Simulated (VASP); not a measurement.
The system is SbW.

```
CELL_PARAMETERS angstrom
5.45050 0.00000 0.00000
0.00000 5.45050 0.00000
0.00000 0.00000 5.45050
ATOMIC_POSITIONS crystal
Sb 0.13400 0.13400 0.13400
Sb 0.36600 0.86600 0.63400
Sb 0.63400 0.36600 0.86600
Sb 0.86600 0.63400 0.36600
W 0.84450 0.84450 0.84450
W 0.65550 0.15550 0.34450
W 0.34450 0.65550 0.15550
W 0.15550 0.34450 0.65550
```

| Quantity | Value |
| --- | --- |
| Program | VASP 6.6.1 |
| Task | relaxation of cell and atoms |
| Functional | PBE |
| Potentials or basis | VASP PAW PBE potentials, release 64 (Sb, W_sv) |
| Cutoff | 600 eV |
| k mesh | 4 × 4 × 4 |
| Occupations | gaussian, width 0.1 eV |
| Spin | no spin polarisation |

At the start: pressure -8.0 GPa; volume 20.24 Å³/atom.

Question: Where does the relaxation end?

Answer: Over 13 steps the energy falls by 191.0 meV/atom and the volume is 18.99 Å³/atom (-6.2 %); space group P2_13 (No. 198, to 0.1 Å) before and after.

Step by step:
```tsv
step	energy change (eV)	largest force (eV/Å)	pressure (GPa)	volume (Å³)
1	0.0000	1.4142	-7.97	161.92
2	-0.1369	1.8788	17.27	139.45
3	-0.4774	1.7511	3.77	149.06
4	-1.1534	0.7646	4.46	146.79
5	-1.2895	0.5814	6.61	145.32
6	-1.1301	0.6028	-9.67	161.36
7	-1.4274	0.5485	-0.86	151.49
8	-1.4856	0.3785	-0.52	151.44
9	-1.5259	0.0758	0.43	151.35
10	-1.5259	0.0837	0.47	151.34
11	-1.5251	0.0711	-0.96	152.79
12	-1.5271	0.0784	-0.15	151.96
13	-1.5281	0.0138	0.00	151.92
```

Final structure:
```
Sb W
1.0
     5.33585    0.00000    0.00000
     0.00000    5.33585    0.00000
     0.00000    0.00000    5.33585
Sb W
4 4
Direct
  0.15887 0.15887 0.15887
  0.34113 0.84113 0.65887
  0.65887 0.34113 0.84113
  0.84113 0.65887 0.34113
  0.86602 0.86602 0.86602
  0.63398 0.13398 0.36602
  0.36602 0.63398 0.13398
  0.13398 0.36602 0.63398
```
